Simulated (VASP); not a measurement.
Runs of VASP 6.6.1 on Si2Mo. The structure is that of space group I4/mmm (No. 139), or close to it. The cells are those of the table. 

| cell | gap on the mesh (eV) | pressure (GPa) | largest force (eV/Å) |
| --- | --- | --- | --- |
| a = 4.414 Å, angles 138.7, 138.7, 59.8°, 3 atoms | none | (a) | 0.01 |
| a = 4.435 Å, angles 138.7, 138.7, 59.9°, 3 atoms | none | 16.0 | 0.02 |
| a = 4.462 Å, angles 138.6, 138.6, 60.0°, 3 atoms | none | 10.5 | 0.01 |
| a = 4.477 Å, angles 138.6, 138.6, 60.0°, 3 atoms | none | 7.5 | 0.02 |

Alike in all rows: task single point; level r2SCAN; potentials or basis VASP PAW PBE potentials, release 64 (Si, Mo_sv); no spin polarisation; k mesh 18 × 18 × 18; cutoff (eV) 520; smearing gaussian 0.1 eV.

Task: Estimate the missing entries.

Result: (a) 20.6.

Caveats: the PAW data sets were made with another functional, which shifts forces and pressure a little.

A k mesh can miss the band edges, and the runs leave out spin-orbit coupling on Mo.

A gap of «none» marks levels without a gap at the run's occupations.
